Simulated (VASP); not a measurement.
# NaHg2 (P6/mmm) in VASP: further runs

The runs below take NaHg2 through single point, with LDA.

All numbers are computed with VASP 6.6.1; they aren't measurements. Logs are shortened: lines on timing, memory, paths and dates and some standing lists are left out, and cuts for length are marked.

### 1 The cell of the first run

The structure is hexagonal, space group P6/mmm (No. 191). Conventional cell: a = 5.029 Å, b = 5.029 Å, c = 3.230 Å, α = 90.00°, β = 90.00°, γ = 120.00°. Within 4.2 Å of Na (site symmetry 6/mmm) lie 2 Na at 3.23 Å and 12 Hg at 3.32 Å. Within 3.8 Å of Hg (site symmetry -6m2) lie 5 Hg at 2.90 to 3.23 Å and 6 Na at 3.32 Å.

### 2 Single point, LDA

Input file INCAR:

```
ALGO = Normal
EDIFF = 1E-6
ENCUT = 500
GGA_COMPAT = False
ISIF = 2
ISMEAR = -1
LASPH = True
LCHARG = True
LELF = True
LREAL = False
LVHAR = True
LWAVE = False
NBANDS = 22
NELM = 120
PREC = Accurate
SIGMA = 0.1
```

Input file KPOINTS:

```
k-points
0
Gamma
  2 2 3
```

Input file POSCAR:

```
NaHg2
1.0
    5.0290000000      0.0000000000      0.0000000000
   -2.5145000000      4.3552417556      0.0000000000
    0.0000000000      0.0000000000      3.2304000000
Na Hg
1 2
Direct
    0.0000000000      0.0000000000      0.0000000000
    0.3333333333      0.6666666667      0.5000000000
    0.6666666667      0.3333333333      0.5000000000
```

Potentials or basis: VASP PAW LDA potentials, release 64 (Na_pv, Hg).

The run is started by

```bash
> cat potpaw_LDA.64/Na_pv/POTCAR potpaw_LDA.64/Hg/POTCAR > POTCAR
> mpirun -np 1 vasp_std > vasp.out
```

OUTCAR:

```text
EDIFF = 1E-6
   ENCUT = 500
   ISIF = 2
   ISMEAR = -1
   LASPH = True
   LREAL = False
   NELM = 120
   PREC = Accurate

 ion  position               nearest neighbor table
   1  0.000  0.000  0.000-   2 3.32   3 3.32   2 3.32   3 3.32   2 3.32   2 3.32   3 3.32   3 3.32
                             3 3.32   3 3.32   2 3.32   2 3.32
   2  0.333  0.667  0.500-   3 2.90   3 2.90   3 2.90   1 3.32   1 3.32   1 3.32   1 3.32   1 3.32
                             1 3.32
   3  0.667  0.333  0.500-   2 2.90   2 2.90   2 2.90   1 3.32   1 3.32   1 3.32   1 3.32   1 3.32
                             1 3.32

  LATTYP: Found a hexagonal cell.
 ALAT       =     5.0290000000
 C/A-ratio  =     0.6423543448

  Lattice vectors:

 A1 = (   5.0290000000,   0.0000000000,   0.0000000000)
 A2 = (  -2.5145000000,   4.3552417556,   0.0000000000)
 A3 = (   0.0000000000,   0.0000000000,   3.2304000000)

Analysis of symmetry for initial positions (statically):
=====================================================================
 Subroutine PRICEL returns:
 Original cell was already a primitive cell.

 Routine SETGRP: Setting up the symmetry group for a
 hexagonal supercell.

 Subroutine GETGRP returns: Found 24 space group operations
 (whereof 24 operations were pure point group operations)
 out of a pool of 24 trial point group operations.

The static configuration has the point symmetry D_6h.

Analysis of symmetry for dynamics (positions and initial velocities):
=====================================================================
 Subroutine PRICEL returns:
 Original cell was already a primitive cell.

 Routine SETGRP: Setting up the symmetry group for a
 hexagonal supercell.

 Subroutine GETGRP returns: Found 24 space group operations
 (whereof 24 operations were pure point group operations)
 out of a pool of 24 trial point group operations.

The dynamic configuration has the point symmetry D_6h.

 Subroutine INISYM returns: Found 24 space group operations
 (whereof 24 operations are pure point group operations),
 and found     1 'primitive' translations

----------------------------------------------------------------------------------------

                                     Primitive cell

  volume of cell :      70.7539

  direct lattice vectors                    reciprocal lattice vectors
     5.029000000  0.000000000  0.000000000     0.198846689  0.114804190  0.000000000
    -2.514500000  4.355241756  0.000000000     0.000000000  0.229608379  0.000000000
     0.000000000  0.000000000  3.230400000     0.000000000  0.000000000  0.309559188

  length of vectors
     5.029000000  5.029000000  3.230400000     0.229608379  0.229608379  0.309559188

  position of ions in fractional coordinates (direct lattice)
     0.000000000  0.000000000  0.000000000
     0.333333333  0.666666667  0.500000000
     0.666666667  0.333333333  0.500000000

  ion indices of the primitive-cell ions
   primitive index   ion index
                 1           1
                 2           2
                 3           3

----------------------------------------------------------------------------------------

 KPOINTS: k-points

Automatic generation of k-mesh.
 Grid dimensions read from file:
 generate k-points for:    2    2    3

 Generating k-lattice:

  Cartesian coordinates                     Fractional coordinates (reciprocal lattice)
     0.099423345  0.057402095  0.000000000     0.500000000  0.000000000  0.000000000
     0.000000000  0.114804190  0.000000000     0.000000000  0.500000000  0.000000000
     0.000000000  0.000000000  0.103186396     0.000000000  0.000000000  0.333333333

  Length of vectors
     0.114804190  0.114804190  0.103186396

  Shift w.r.t. Gamma in fractional coordinates (k-lattice)
     0.000000000  0.000000000  0.000000000

 Subroutine IBZKPT returns following result:
 ===========================================

 Found      4 irreducible k-points:

 Following reciprocal coordinates:
            Coordinates               Weight
  0.000000  0.000000  0.000000      1.000000
  0.500000 -0.000000  0.000000      3.000000
  0.000000  0.000000  0.333333      2.000000
  0.500000 -0.000000  0.333333      6.000000
   k-points           NKPTS =      4   k-points in BZ     NKDIM =      4   number of bands    NBANDS=     22
   number of dos      NEDOS =    301   number of ions     NIONS =      3
   total plane-waves  NPLWV =  38400
   dimension x,y,z NGX =    40 NGY =   40 NGZ =   24
   dimension x,y,z NGXF=    80 NGYF=   80 NGZF=   48
   ions per type =               1   2
   NGX,Y,Z   is equivalent  to a cutoff of  13.22, 13.22, 12.35 a.u.
   NGXF,Y,Z  is equivalent  to a cutoff of  26.45, 26.45, 24.70 a.u.
 SYSTEM =  unknown system
   PREC   = accura    normal or accurate (medium, high low for compatibility)
   ISTART =      0    job   : 0-new  1-cont  2-samecut
   ICHARG =      2    charge: 1-file 2-atom 10-const
   ISPIN  =      1    spin polarized calculation?
   LNONCOLLINEAR =      F non collinear calculations
   LSORBIT =      F    spin-orbit coupling
   LASPH  =      T    aspherical Exc in radial PAW
   ENCUT  =  500.0 eV  36.75 Ry    6.06 a.u.   9.17  9.17  5.89*2*pi/ulx,y,z
   NELM   =    120;   NELMIN=  2; NELMDL= -5     # of ELM steps
   EDIFF  = 0.1E-05   stopping-criterion for ELM
   LREAL  =      F    real-space projection
   EDIFFG = 0.1E-04   stopping-criterion for IOM
   NSW    =      0    number of steps for IOM
   IBRION =     -1    ionic relax: 0-MD 1-quasi-New 2-CG
   NFREE  =      0    steps in history (QN), initial steepest desc. (CG)
   ISIF   =      2    stress and relaxation
   ISYM   =      2    0-nonsym 1-usesym 2-fastsym
   POTIM  = 0.5000    time-step for ionic-motion
   TEBEG  =    0.0;   TEEND  =   0.0 temperature during run
   PSTRESS=    0.0 pullay stress
   NELECT =      31.0000    total number of electrons
   NUPDOWN=      -1.0000    fix difference up-down
   EMIN   =  10.00;   EMAX   =-10.00  energy-range for DOS
   EFERMI =   0.00;   METHOD = LEGACY
   ISMEAR =    -1;   SIGMA  =   0.10  broadening in eV -4-tet -1-fermi 0-gaus
   EFERMI_NEDOS =   21; number of points for ismear=-14 and -15
   IALGO  =     38    algorithm
   IMIX   =      4    mixing-type and parameters
     AMIX     =   0.40;   BMIX     =  1.00
     AMIX_MAG =   1.60;   BMIX_MAG =  1.00
  volume/ion in A,a.u.               =      23.58       159.16
  Fermi-wavevector in a.u.,A,eV,Ry     =   1.243403  2.349691 21.035309  1.546052
  Thomas-Fermi vector in A             =   2.377716
   LORBIT       =      0    0 simple, 1 ext, 2 COOP (PROOUT), +10 PAW based schemes
   GGA     = CA    functional components
   LHFCALC =     F    Hartree Fock is set to
   AEXX    =    0.0000 exact exchange contribution
   IVDW    =     0    specifies the selected vdW correction
   LEPSILON=     F    determine dielectric tensor
   LRPA    =     F    only Hartree local field effects (RPA)
 non-spin polarized calculation
  energy-cutoff  :      500.00
  volume of cell :       70.75
 maximum number of plane-waves:      1806
 NGX is ok and might be reduce to    40
   NGX = 19   NGY = 19   NGZ = 11

 number of electron      31.0000005 magnetization

 Free energy of the ion-electron system (eV)
  ---------------------------------------------------
  ext. energy  EPLUGINS =         0.00000000
  ---------------------------------------------------
  free energy    TOTEN  =        -3.52192299 eV

  energy without entropy =       -3.40878615  energy(sigma->0) =       -3.46535457

 E-fermi :   3.1917     XC(G=0): -10.1584

 val. band max:        2.6518732288   @ k =   0.0000   0.0000   0.3333
 cond. band min:       3.2788383227   @ k =   0.5000  -0.0000   0.0000
 fundamental gap:      0.6269650939
 Fermi energy:         3.1916518347

 k-point     1 :       0.0000    0.0000    0.0000
  band No.  band energies     occupation
      1     -22.1163      2.00000
      2     -22.1093      2.00000
      3     -22.1093      2.00000
      4      -6.1242      2.00000
      5      -5.7119      2.00000
      6      -5.2007      2.00000
[... 14 lines left out ...]
     21       9.7122      0.00000
     22      13.1456      0.00000

 k-point     2 :       0.5000   -0.0000    0.0000
  band No.  band energies     occupation
      1     -22.1164      2.00000
      2     -22.1111      2.00000
      3     -22.1094      2.00000
      4      -5.8035      2.00000
      5      -5.6279      2.00000
      6      -5.5898      2.00000
[... 14 lines left out ...]
     21      11.4576      0.00000
     22      12.7052      0.00000

 k-point     3 :       0.0000    0.0000    0.3333
  band No.  band energies     occupation
      1     -22.1786      2.00000
      2     -22.1017      2.00000
      3     -22.1017      2.00000
      4      -5.7767      2.00000
      5      -5.3172      2.00000
      6      -5.3172      2.00000
[... 14 lines left out ...]
     21       7.5543      0.00000
     22       9.3892      0.00000

 k-point     4 :       0.5000   -0.0000    0.3333
  band No.  band energies     occupation
      1     -22.1782      2.00000
      2     -22.1029      2.00000
      3     -22.1021      2.00000
      4      -5.7001      2.00000
      5      -5.5588      2.00000
      6      -5.3876      2.00000
[... 14 lines left out ...]
     21      10.5456      0.00000
     22      11.8809      0.00000

------------------------ aborting loop because EDIFF is reached ----------------------------------------

  FORCE on cell =-STRESS in cart. coord.  units (eV):
  Direction    XX          YY          ZZ          XY          YZ          ZX
  --------------------------------------------------------------------------------------
  -------------------------------------------------------------------------------------
  Total       -0.8024524     -0.8024524     -1.0509947      0.0000000      0.0000000     -0.0000000
  in kB      -18.1710355    -18.1710355    -23.7991206      0.0000000      0.0000000     -0.0000000
  external PRESSURE =     -20.0470639 kB  Pullay stress =       0.0000000 kB

 VOLUME and BASIS-vectors are now :
 -----------------------------------------------------------------------------
  energy-cutoff  :      500.00
  volume of cell :       70.75
      direct lattice vectors                 reciprocal lattice vectors
     5.029000000  0.000000000  0.000000000     0.198846689  0.114804190  0.000000000
    -2.514500000  4.355241756  0.000000000     0.000000000  0.229608379  0.000000000
     0.000000000  0.000000000  3.230400000     0.000000000  0.000000000  0.309559188

 POSITION                                       TOTAL-FORCE (eV/Angst)
 -----------------------------------------------------------------------------------
      0.00000      0.00000      0.00000        -0.000000      0.000000      0.000000
     -0.00000      2.90349      1.61520        -0.000000      0.000000      0.000000
      2.51450      1.45175      1.61520         0.000000     -0.000000      0.000000
 -----------------------------------------------------------------------------------
    total drift:                                0.000000     -0.000000      0.000000

  FREE ENERGIE OF THE ION-ELECTRON SYSTEM (eV)
  ---------------------------------------------------
  free  energy   TOTEN  =        -3.5219229892 eV

  energy  without entropy=       -3.4087861479  energy(sigma->0) =       -3.46535457
```

Wall time 3.5 s (1 thread of Intel Xeon 6975P-C (Granite Rapids), shared host); peak memory 0.15 GiB.

Results:

```
Free energy            : -3.5219 eV
Pressure               : -2.0 GPa
Band gap on the k mesh : zero (an odd number of electrons rules out a gap without spin polarisation)
```

Stress tensor (GPa, compression positive):
```
-1.82  0.00  0.00
 0.00 -1.82  0.00
 0.00  0.00 -2.38
```

Levels at points of the mesh, in eV from the Fermi level:
```tsv
k point	band 12	band 13	band 14	band 15	band 16	band 17	band 18	band 19
(0.00, 0.00, 0.00)	-7.96	-7.38	-7.38	-1.08	0.25	0.25	2.78	2.78
(0.50, 0.00, 0.00)	-7.34	-7.31	-6.40	-6.05	-1.61	0.09	6.81	7.20
```

Caveat: the k points lie up to 0.72 Å⁻¹ apart, too coarse for converged energies and pressures of a metal; spin-orbit coupling is left out, which moves the levels of the heavy elements.

(Continued in part 2 of 2.)
